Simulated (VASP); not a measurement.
A run of VASP 6.6.1 is set up as follows.

INCAR

```
SYSTEM = TaSi31
PREC = Accurate
ENCUT = 520
EDIFF = 1E-7
ISMEAR = 0
SIGMA = 0.02
LREAL = Auto
LASPH = .True.
NELM = 150
ALGO = Normal
ISIF = 2
LWAVE = .False.
LCHARG = .False.
ISPIN = 2
MAGMOM = 0.2 0 0 0 0 0 0 0 0 0 0 0 0 0 0 0 0.2 0 0 0 0.2 0 0.2 0 0 0.2 0 0 0 0 0 0
LORBIT = 11
LMAXMIX = 4
GGA = PE
NBANDS = 94
```

KPOINTS

```
Automatic mesh
0
Gamma
  2 2 2
  0.5 0.5 0.5
```

File POSCAR:

```
TaSi31
1.0
   -5.4700936474     -5.4700936474     -5.4700936474
    5.4700936474      5.4700936474     -5.4700936474
    5.4700936474     -5.4700936474      5.4700936474
Ta Si
1 31
Direct
    0.5000000000      0.7500000000      0.5000000000
    0.5000000000      0.4967615472      0.7516101618
    0.2467615472      0.7500000000      0.7516101618
    0.5000000000      0.2500000000      0.0000000000
    0.2483898382      0.4983898382     -0.0048486145
    0.0000000000      0.7500000000      0.0000000000
    0.5000000000      0.0016101618      0.2467615472
    0.2483898382      0.2451513855      0.2483898382
   -0.0048486145      0.4983898382      0.2483898382
    0.7516101618      0.7500000000      0.2467615472
    0.2467615472      0.0016101618      0.5000000000
    0.0000000000      0.2500000000      0.5000000000
    0.7516101618      0.4967615472      0.5000000000
    0.0048486145      0.0032384528      0.7532384528
    0.7532384528      0.2548486145      0.7532384528
    0.7532384528      0.0032384528      0.0048486145
    0.5000000000      0.7500000000      0.7642574055
    0.5000000000      0.4987079292      0.0009057839
    0.2487079292      0.7500000000      0.0009057839
    0.5000000000      0.2509057839      0.2487079292
    0.2357425945      0.4857425945      0.2357425945
    0.0009057839      0.7500000000      0.2487079292
    0.5000000000      0.0142574055      0.5000000000
    0.2487079292      0.2509057839      0.5000000000
    0.0009057839      0.4987079292      0.5000000000
    0.7642574055      0.7500000000      0.5000000000
    0.2521978547      0.0012920708      0.7512920708
    0.9990942161      0.2490942161      0.7478021453
    0.7512920708      0.5021978547      0.7512920708
   -0.0009057839     -0.0021978547     -0.0009057839
    0.7478021453      0.2490942161     -0.0009057839
    0.7512920708      1.0012920708      0.2521978547
```

Potentials or basis: VASP PAW PBE potentials, release 64 (Ta_pv, Si).

Launch:

```console
$ cat potpaw_PBE.64/Ta_pv/POTCAR potpaw_PBE.64/Si/POTCAR > POTCAR
$ mpirun -np 1 vasp_std > vasp.out
```

(1) Estimate the pressure.

(2) Estimate the site moments.

(3) Predict the band gap on the k mesh.

(4) Estimate the largest force.

## Answers

(1) 1.3 GPa.

(2) Ta +0.48; Si +0.00, -0.00, -0.01 (each value once) μB.

(3) zero (filled and empty bands overlap).

(4) 0.050 eV/Å.

Caveat: the k points lie up to 0.41 Å⁻¹ apart; spin-orbit coupling is left out, which moves the levels of the heavy elements.
